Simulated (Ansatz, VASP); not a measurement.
# One calculation of Bi, two programs

INCAR

```
ALGO = Normal
DIPOL = 0.5 0.5 0.500
EDIFF = 1E-7
ENCUT = 520
GGA = CA
IDIPOL = 3
ISIF = 2
ISMEAR = 0
LASPH = True
LCHARG = False
LDIPOL = True
LREAL = False
LWAVE = False
NBANDS = 22
NELM = 80
PREC = Accurate
SIGMA = 0.02
```

Contents of KPOINTS:

```
k-points
0
Gamma
  9 9 1
```

Contents of POSCAR:

```
Bi
1.0
    4.4190000000      0.0000000000      0.0000000000
   -2.2095000000      3.8269662593      0.0000000000
    0.0000000000      0.0000000000     28.0000000000
Bi
2
Direct
    0.3333333333      0.6666666667      0.5131250000
    0.6666666667      0.3333333333      0.4868750000
```

Input for Ansatz:

```yaml
crystal:
  lattice:
    - [4.419, 0.0, 0.0]
    - [-2.2095, 3.8269662593, 0.0]
    - [0.0, 0.0, 28.0]
  atoms:
    - { symbol: Bi, position: [0.3333333333, 0.6666666667, 0.513125] }
    - { symbol: Bi, position: [0.6666666667, 0.3333333333, 0.486875] }
  periodic: [true, true, false]
basis:
  ecutwfc: 420
kpoints:
  mp_grid: { grid: [9, 9, 1] }
hamiltonian:
  xc: lda
scf:
  occupations: { method: gaussian, width: 0.02 }
output:
  forces: true
  stress: true
  eigenvalues: true
```

Alike in both runs: task single point; functional LDA; k mesh 9 × 9 × 1; occupations gaussian, width 0.02 eV; no spin polarisation.

|  | VASP | Ansatz |
| --- | --- | --- |
| version | VASP 6.6.1 | Ansatz 0.2.0 |
| potentials or method | VASP PAW LDA potentials, release 64 (Bi_d), cutoff 520 eV | scalar-relativistic, plane waves, PAW |
| valence electrons in the cell | 30 | 30 |

```csv
,VASP,Ansatz,Ansatz less VASP
gap on the k mesh at the Fermi level (eV),none,none,-
rms of the force components (eV/Å),1.792,1.784,-0.0089
```

LDA's correlation is that of Perdew and Zunger in VASP and of Perdew and Wang (1992) in Ansatz. Atom by atom the forces differ by 0.009 eV/Å (rms over components). A gap of «none» marks a metal or a gap that the smearing closes.

Spin-orbit coupling is off throughout.
